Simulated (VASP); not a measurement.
**LiH: relaxation of cell and atoms with PBE**

The system is LiH.

```
Li H
1.0
     2.59061    0.00000    0.00000
     0.00000    2.59061    0.00000
     0.00000    0.00000    2.59061
Li H
1 1
Direct
  0.00000 0.00000 0.00000
  0.50000 0.50000 0.50000
```

```
Program                : VASP 6.6.1
Task                   : relaxation of cell and atoms
Functional             : PBE
Potentials or basis    : VASP PAW PBE potentials, release 64 (Li_sv, H)
Cutoff                 : 600 eV
k mesh                 : 10 × 10 × 10
Occupations            : gaussian, width 0.02 eV
Spin                   : no spin polarisation
Dipole correction      : no
Further INCAR settings : ALGO = Normal; EDIFF = 1e-06; IBRION = 2; EDIFFG = -0.01; NSW = 100; ISIF = 3
```

| Item | Value |
| --- | --- |
| Relaxed volume | 7.82 Å³/atom |
| Relaxed cell | a = 2.501 Å, b = 2.501 Å, c = 2.501 Å, α = 90.00°, β = 90.00°, γ = 90.00° |
| Space group after relaxing (to 0.05 Å) | Pm-3m (No. 221) |
| Energy gained by relaxing | 9.1 meV/atom |
| Ionic steps | 4 |
| Pressure after relaxing | 0.1 GPa |
| Band gap on the k mesh | 0.73 eV, indirect (least direct gap 4.21 eV) |

The path:
| step | energy change (eV) | largest force (eV/Å) | pressure (GPa) | volume (Å³) |
| --- | --- | --- | --- | --- |
| 1 | 0.0000 | 0.0000 | -3.13 | 17.39 |
| 2 | -0.0075 | 0.0000 | -2.49 | 16.96 |
| 3 | -0.0177 | 0.0000 | -0.59 | 15.92 |
| 4 | -0.0182 | 0.0000 | 0.05 | 15.64 |

Final structure:
```
CELL_PARAMETERS angstrom
2.50060 0.00000 0.00000
0.00000 2.50060 0.00000
0.00000 0.00000 2.50060
ATOMIC_POSITIONS crystal
Li 0.00000 0.00000 0.00000
H 0.50000 0.50000 0.50000
```

Levels at points of the mesh, in eV from the valence-band top:
| k point | band 1 | band 2 | band 3 | band 4 | band 5 | band 6 |
| --- | --- | --- | --- | --- | --- | --- |
| (0.00, 0.00, 0.00) | -48.12 | -8.85 | 11.97 | 11.97 | 11.97 | 12.57 |
| (0.50, 0.00, 0.00) | -48.06 | -6.60 | 0.73 | 11.44 | 16.27 | 16.27 |
| (0.50, 0.50, 0.00) | -48.02 | -2.68 | 1.54 | 1.54 | 9.12 | 19.49 |
| (0.50, 0.50, 0.50) | -47.97 | 0.00 | 6.42 | 6.42 | 6.42 | 8.77 |

Run time: 20 s on 1 thread of Intel Xeon 8259CL, on a shared host, peak memory 0.13 GiB.

Caveat: the cutoff is under 1.25 times the usual one of these potentials, so pressure, stress and relaxed cells hold a basis-set (Pulay) error. As with any semilocal functional, this PBE gap is likely too small.
